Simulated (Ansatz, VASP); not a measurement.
This is a calculation of Co for VASP 6.6.1.

The input INCAR:

```
  PREC = Accurate
  ENCUT = 520
  EDIFF = 1E-7
  ISMEAR = -1
  SIGMA = 0.05
  LREAL = False
  LASPH = True
  NELM = 150
  ALGO = Normal
  ISIF = 2
  LWAVE = False
  LCHARG = True
  ISPIN = 2
  MAGMOM = 1.5 1.5
  LORBIT = 11
  NUPDOWN = 3.0
  LMAXMIX = 4
  GGA = PS
  LELF = True
  LVHAR = True
  NBANDS = 20
```

The input KPOINTS:

```
Automatic mesh
0
Gamma
  10 10 6
```

File POSCAR:

```
Co
1.0
    2.4719999032      0.0000000000      0.0000000000
   -1.2359999516      2.1408147143      0.0000000000
    0.0000000000      0.0000000000      4.0211440800
Co
2
Direct
    0.6666666667      0.3333333333      0.7500000000
    0.3333333333      0.6666666667      0.2500000000
```

Potentials or basis: VASP PAW PBE potentials, release 64 (Co).

Run with:

```bash
$ cat potpaw_PBE.64/Co/POTCAR > POTCAR
$ mpirun -np 1 vasp_std > vasp.out
```

Question: Set up the same calculation for Ansatz 0.2.0. Potentials there: Ansatz PAW.

Answer: As run (the cutoff follows the program's own potentials):

File input.yaml:

```yaml
crystal:
  lattice:
    - [2.4719999032, 0.0, 0.0]
    - [-1.2359999516, 2.1408147143, 0.0]
    - [0.0, 0.0, 4.02114408]
  atoms:
    - { symbol: Co, position: [0.6666666667, 0.3333333333, 0.75], spin: 1.5 }
    - { symbol: Co, position: [0.3333333333, 0.6666666667, 0.25], spin: 1.5 }
hamiltonian:
  xc: pbesol
  pseudopotentials: { kind: paw }
magnetization:
  spin_polarized: true
  initial_magnetization: 3.0
  spin_locking: { lock_magnetization: hard }
kpoints:
  mp_grid: { grid: [10, 10, 6] }
scf:
  occupations: { method: fermi_dirac, width: 0.05 }
  lower_state_search: "off"
output:
  forces: true
  stress: true
  eigenvalues: true
```

Potentials or basis: Ansatz PAW.

Command:

```bash
$ ansatz run input.yaml --threads 2 --pin off --max-ram 5632MiB --backend cpu --events-out ev --progress --plain --runs-dir out
```

Both were run:

|  | VASP | Ansatz | Ansatz less VASP |
| --- | --- | --- | --- |
| pressure (GPa) | -8.0 | -7.4 | +0.65 |
| traceless stress, the component that is largest in VASP (GPa) | -1.93 | -1.87 | +0.060 |
| net moment per atom (μB) | 1.50 | 1.50 | 0.000 |
| size of the moment on the site where the two differ most (μB) | 1.51 | 1.57 | +0.056 |

VASP's potentials were made for PBE, not for PBEsol. Site moments also hang on the region over which each program counts them. The functional is the same, so the differences come from potentials, cutoffs and numerics. VASP's potentials hold 18 valence electrons a cell and Ansatz's 34, so a difference there can come from the potentials and not from the codes.
